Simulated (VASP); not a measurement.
# HfO2 (P4_2/nmc) in VASP: vibrations by perturbation theory with PBEsol

Aim: the vibrations by perturbation theory of HfO2 with PBEsol.

Everything below comes from runs of VASP 6.6.1. Logs are shortened: lines on timing, memory, paths and dates and some standing lists are left out, and cuts for length are marked.

### 1 The cell of the first run

Symmetry: P4_2/nmc, No. 137, tetragonal system. Conventional cell: a = 3.567 Å, b = 3.567 Å, c = 5.166 Å, α = 90.00°, β = 90.00°, γ = 90.00°. Hf (site symmetry -4m2) has 8 O at 2.06 to 2.36 Å within 2.7 Å. O (site symmetry 2mm) has 4 Hf at 2.06 to 2.36 Å and 6 O at 2.57 to 2.58 Å within 2.7 Å.

### 2 Vibrations by perturbation theory, PBEsol

Contents of INCAR:

```
ALGO = Normal ; EDIFF = 1E-8
ENCUT = 520 ; GGA = PS
IBRION = 8 ; ISIF = 2
ISMEAR = 0 ; LASPH = T
LCHARG = T ; LEPSILON = T
LREAL = F ; LWAVE = F
NBANDS = 31 ; NELM = 100
NSW = 1 ; PREC = Accurate
SIGMA = 0.01
```

Contents of KPOINTS:

```
k-points
0
Gamma
  6 6 4
```

Contents of POSCAR:

```
HfO2
1.0
    3.5670965516      0.0000000000      0.0000000000
    0.0000000000      3.5670965516      0.0000000000
    0.0000000000      0.0000000000      5.1660577272
Hf O
2 4
Direct
    0.5000000000      0.5000000000      0.5000000000
    0.0000000000      0.0000000000      0.0000000000
    0.0000000000      0.5000000000      0.7000995639
    0.5000000000      0.0000000000      0.7999004361
    0.5000000000      0.0000000000      0.2999004361
    0.0000000000      0.5000000000      0.2000995639
```

Potentials or basis: VASP PAW PBE potentials, release 64 (Hf_pv, O).

On the command line:

```
$ cat potpaw_PBE.64/Hf_pv/POTCAR potpaw_PBE.64/O/POTCAR > POTCAR
$ mpirun -np 1 vasp_std > vasp.out
```

OUTCAR:

```text
EDIFF = 1E-8
   ENCUT = 520
   GGA = PS
   IBRION = 8
   ISIF = 2
   ISMEAR = 0
   LASPH = T
   LEPSILON = T
   LREAL = F
   NELM = 100
   NSW = 1
   PREC = Accurate

 ion  position               nearest neighbor table
   1  0.500  0.500  0.500-   3 2.06   5 2.06   5 2.06   3 2.06   4 2.36   4 2.36   6 2.36   6 2.36
                             2 3.61   2 3.61   2 3.61   2 3.61   2 3.61   2 3.61   2 3.61   2 3.61
   2  0.000  0.000  0.000-   4 2.06   6 2.06   6 2.06   4 2.06   3 2.36   5 2.36   3 2.36   5 2.36
                             1 3.61   1 3.61   1 3.61   1 3.61   1 3.61   1 3.61   1 3.61   1 3.61
   3  0.000  0.500  0.700-   1 2.06   1 2.06   2 2.36   2 2.36
   4  0.500  0.000  0.800-   2 2.06   2 2.06   1 2.36   1 2.36
   5  0.500  0.000  0.300-   1 2.06   1 2.06   2 2.36   2 2.36
   6  0.000  0.500  0.200-   2 2.06   2 2.06   1 2.36   1 2.36

  LATTYP: Found a simple tetragonal cell.
 ALAT       =     3.5670965516
 C/A-ratio  =     1.4482528444

  Lattice vectors:

 A1 = (   3.5670965516,   0.0000000000,   0.0000000000)
 A2 = (   0.0000000000,   3.5670965516,   0.0000000000)
 A3 = (   0.0000000000,   0.0000000000,   5.1660577272)

Analysis of symmetry for initial positions (statically):
=====================================================================
 Subroutine PRICEL returns:
 Original cell was already a primitive cell.

 Routine SETGRP: Setting up the symmetry group for a
 simple tetragonal supercell.

 Subroutine GETGRP returns: Found 16 space group operations
 (whereof  8 operations were pure point group operations)
 out of a pool of 16 trial point group operations.

The static configuration has the point symmetry D_2d.
 The point group associated with its full space group is D_4h.

Analysis of symmetry for dynamics (positions and initial velocities):
=====================================================================
 Subroutine PRICEL returns:
 Original cell was already a primitive cell.

 Routine SETGRP: Setting up the symmetry group for a
 simple tetragonal supercell.

 Subroutine GETGRP returns: Found 16 space group operations
 (whereof  8 operations were pure point group operations)
 out of a pool of 16 trial point group operations.

The dynamic configuration has the point symmetry D_2d.
 The point group associated with its full space group is D_4h.

 Subroutine INISYM returns: Found 16 space group operations
 (whereof  8 operations are pure point group operations),
 and found     1 'primitive' translations

----------------------------------------------------------------------------------------

                                     Primitive cell

  volume of cell :      65.7338

[... 1072 lines left out ...]
  y     0.00000     0.00000     0.00000     0.00000     0.00000     0.00000
  z     0.00000     0.00000     0.00000     0.00000     0.00000     0.00000

 PIEZOELECTRIC TENSOR (including local field effects)  for field in x, y, z        (C/m^2)
          XX          YY          ZZ          XY          YZ          ZX
  --------------------------------------------------------------------------------
  x     0.00000     0.00000     0.00000     0.00000     0.00000     0.00000
  y     0.00000     0.00000     0.00000     0.00000     0.00000     0.00000
  z     0.00000     0.00000     0.00000     0.00000     0.00000     0.00000

 BORN EFFECTIVE CHARGES (including local field effects) (in |e|, cummulative output)
 ---------------------------------------------------------------------------------
 ion    1
    1     5.51078     0.00000     0.00000
    2     0.00000     5.51078     0.00000
    3     0.00000     0.00000     4.83125
 ion    2
    1     5.51078     0.00000     0.00000
    2     0.00000     5.51078     0.00000
    3     0.00000     0.00000     4.83125
 ion    3
    1    -3.40823     0.00000     0.00000
    2     0.00000    -2.10255     0.00000
    3     0.00000     0.00000    -2.41562
 ion    4
    1    -3.40823     0.00000    -0.00000
    2     0.00000    -2.10255     0.00000
    3     0.00000     0.00000    -2.41562
 ion    5
    1    -2.10255     0.00000     0.00000
    2     0.00000    -3.40823    -0.00000
    3     0.00000     0.00000    -2.41562
 ion    6
    1    -2.10255     0.00000    -0.00000
    2     0.00000    -3.40823     0.00000
    3     0.00000     0.00000    -2.41562

 INTERNAL STRAIN TENSOR FOR ION    6 for displacements in x,y,z  (eV/Angst):
          X           Y           Z          XY          YZ          ZX
  --------------------------------------------------------------------------------
  x     0.00000     0.00000     0.00000     0.00000     0.00000     3.03437
  y     0.00000     0.00000     0.00000     0.00000    -9.92158     0.00000
  z     4.11301   -11.25835    -8.75078     0.00000     0.00000     0.00000

 SECOND DERIVATIVES (NOT SYMMETRIZED)
 ------------------------------------
               1X          1Y          1Z          2X          2Y          2Z          3X          3Y          3Z          4X          4Y          4Z          5X          5Y          5Z          6X          6Y          6Z
  1X    -9.827614    0.000000    0.000000    0.464905    0.000000    0.000000    9.241557    0.000000    0.000000    0.869755    0.000000    0.000000    1.440829    0.000000    0.000000   -2.189432    0.000000    0.000000
  1Y     0.000000   -9.827614    0.000000    0.000000    0.464905    0.000000    0.000000    1.440829    0.000000    0.000000   -2.189432    0.000000    0.000000    9.241557    0.000000    0.000000    0.869755    0.000000
  1Z     0.000000    0.000000  -24.465604    0.000000    0.000000   14.799044    0.000000    0.000000    6.338824    0.000000    0.000000   -1.505544    0.000000    0.000000    6.338824    0.000000    0.000000   -1.505544
  2X     0.464905    0.000000    0.000000   -9.827614    0.000000    0.000000    0.869755    0.000000    0.000000    9.241557    0.000000    0.000000   -2.189432    0.000000    0.000000    1.440829    0.000000    0.000000
  2Y     0.000000    0.464905    0.000000    0.000000   -9.827614    0.000000    0.000000   -2.189432    0.000000    0.000000    1.440829    0.000000    0.000000    0.869755    0.000000    0.000000    9.241557    0.000000
  2Z     0.000000    0.000000   14.799044    0.000000    0.000000  -24.465604    0.000000    0.000000   -1.505544    0.000000    0.000000    6.338824    0.000000    0.000000   -1.505544    0.000000    0.000000    6.338824
  3X     9.238326    0.000000    0.000000    0.871468    0.000000    0.000000  -18.406703    0.000000    0.000000    7.135385    0.000000    0.000000    0.320308    0.000000    0.000000    0.841215    0.000000    0.000000
  3Y     0.000000    1.444361    0.000000    0.000000   -2.189364    0.000000    0.000000   -5.903580    0.000000    0.000000    5.488160    0.000000    0.000000    0.316016    0.000000    0.000000    0.844408    0.000000
  3Z     0.000000    0.000000    6.338919    0.000000    0.000000   -1.497744    0.000000    0.000000  -13.655969    0.000000    0.000000   -1.174358    0.000000    0.000000    1.328004    0.000000    0.000000    8.661148
  4X     0.871468    0.000000    0.000000    9.238326    0.000000    0.000000    7.135385    0.000000    0.000000  -18.406703    0.000000    0.000000    0.841215    0.000000    0.000000    0.320308    0.000000    0.000000
  4Y     0.000000   -2.189364    0.000000    0.000000    1.444361    0.000000    0.000000    5.488160    0.000000    0.000000   -5.903580    0.000000    0.000000    0.844408    0.000000    0.000000    0.316016    0.000000
  4Z     0.000000    0.000000   -1.497744    0.000000    0.000000    6.338919    0.000000    0.000000   -1.174358    0.000000    0.000000  -13.655969    0.000000    0.000000    8.661148    0.000000    0.000000    1.328004
  5X     1.444361    0.000000    0.000000   -2.189364    0.000000    0.000000    0.316016    0.000000    0.000000    0.844408    0.000000    0.000000   -5.903580    0.000000    0.000000    5.488160    0.000000    0.000000
  5Y     0.000000    9.238326    0.000000    0.000000    0.871468    0.000000    0.000000    0.320308    0.000000    0.000000    0.841215    0.000000    0.000000  -18.406703    0.000000    0.000000    7.135385    0.000000
  5Z     0.000000    0.000000    6.338919    0.000000    0.000000   -1.497744    0.000000    0.000000    1.328004    0.000000    0.000000    8.661148    0.000000    0.000000  -13.655969    0.000000    0.000000   -1.174358
  6X    -2.189364    0.000000    0.000000    1.444361    0.000000    0.000000    0.844408    0.000000    0.000000    0.316016    0.000000    0.000000    5.488160    0.000000    0.000000   -5.903580    0.000000    0.000000
  6Y     0.000000    0.871468    0.000000    0.000000    9.238326    0.000000    0.000000    0.841215    0.000000    0.000000    0.320308    0.000000    0.000000    7.135385    0.000000    0.000000  -18.406703    0.000000
  6Z     0.000000    0.000000   -1.497744    0.000000    0.000000    6.338919    0.000000    0.000000    8.661148    0.000000    0.000000    1.328004    0.000000    0.000000   -1.174358    0.000000    0.000000  -13.655969

 Eigenvectors and eigenvalues of the dynamical matrix
 ----------------------------------------------------

   1 f  =   19.860376 THz   124.786422 2PiTHz  662.470831 cm-1    82.135878 meV
             X         Y         Z           dx          dy          dz
      1.783548  1.783548  2.583029     0.072074   -0.000202   -0.000000
      0.000000  0.000000  0.000000    -0.072074    0.000202    0.000000
      0.000000  1.783548  3.616755    -0.702739    0.000087   -0.000000
      1.783548  0.000000  4.132332     0.702739   -0.000087   -0.000000
      1.783548  0.000000  1.549303    -0.030981    0.001972    0.000000
      0.000000  1.783548  1.033726     0.030981   -0.001972    0.000000
[... 145 lines left out ...]
  18 f/i=    0.002734 THz     0.017179 2PiTHz    0.091202 cm-1     0.011308 meV
             X         Y         Z           dx          dy          dz
      1.783548  1.783548  2.583029     0.000000    0.000000   -0.651223
      0.000000  0.000000  0.000000     0.000000    0.000000   -0.651223
      0.000000  1.783548  3.616755     0.000000    0.000000   -0.194818
      1.783548  0.000000  4.132332     0.000000    0.000000   -0.194818
      1.783548  0.000000  1.549303     0.000000    0.000000   -0.194818
      0.000000  1.783548  1.033726     0.000000    0.000000   -0.194818

--------------------------------------------------------------------------------------------------------

 MACROSCOPIC STATIC DIELECTRIC TENSOR IONIC CONTRIBUTION
 ------------------------------------------------------
         118.062938     0.000000     0.000000
           0.000000   118.062938    -0.000000
           0.000000    -0.000000    13.286687
 ------------------------------------------------------

 ELASTIC MODULI CONTR FROM IONIC RELAXATION (kBar)
 Direction    XX          YY          ZZ          XY          YZ          ZX
 --------------------------------------------------------------------------------
 XX        -777.4879    294.0738   -592.0294      0.0000      0.0000      0.0000
 YY         294.0738   -777.4879   -592.0294      0.0000     -0.0000     -0.0000
 ZZ        -592.0294   -592.0294  -1450.0980      0.0000      0.0000     -0.0000
 XY           0.0000      0.0000      0.0000      0.0000      0.0000      0.0000
 YZ           0.0000     -0.0000      0.0000      0.0000   -704.6185     -0.0000
 ZX           0.0000     -0.0000     -0.0000      0.0000     -0.0000   -723.2045
 --------------------------------------------------------------------------------

 PIEZOELECTRIC TENSOR IONIC CONTR  for field in x, y, z        (C/m^2)
          XX          YY          ZZ          XY          YZ          ZX
  --------------------------------------------------------------------------------
  x    -0.00000    -0.00000    -0.00000     0.00000    -0.00000     0.00000
  y    -0.00000     0.00000    -0.00000     0.00000     0.00000    -0.00000
  z     0.00000    -0.00000    -0.00000     0.00000    -0.00000     0.00000
```

It took 16 min on 1 thread of Intel Xeon Platinum 8488C (Sapphire Rapids), shared host; peak memory 0.54 GiB.

What came out:

```
Electronic dielectric tensor (diagonal)                 : 5.29, 5.29, 4.80
Born charges (mean of the diagonal)                     : Hf +5.28; O -2.64 e
Highest phonon frequency at Γ, LO-TO splitting left out : 662 cm⁻¹
```

Phonon frequencies in cm⁻¹ (negative: imaginary):
| q point | frequencies |
| --- | --- |
| (0.000, 0.000, 0.000) | 0 0 0 74 74 99 99 221 296 311 441 441 455 455 590 649 662 662 |

Electronic dielectric tensor:
```
5.29 0.00 0.00
0.00 5.29 0.00
0.00 0.00 4.80
```

Born effective charge tensors (e):
atom 1, Hf
```
5.51 0.00 0.00
0.00 5.51 0.00
0.00 0.00 4.83
```
atom 2, Hf
```
5.51 0.00 0.00
0.00 5.51 0.00
0.00 0.00 4.83
```
atom 3, O
```
-3.41  0.00  0.00
 0.00 -2.10  0.00
 0.00  0.00 -2.42
```
atom 4, O
```
-3.41  0.00  0.00
 0.00 -2.10  0.00
 0.00  0.00 -2.42
```
atom 5, O
```
-2.10  0.00  0.00
 0.00 -3.41  0.00
 0.00  0.00 -2.42
```
atom 6, O
```
-2.10  0.00  0.00
 0.00 -3.41  0.00
 0.00  0.00 -2.42
```

Caveat: the cell stands under pressure or tension, which shifts response properties; spin-orbit coupling is left out, which moves the levels of the heavy elements.
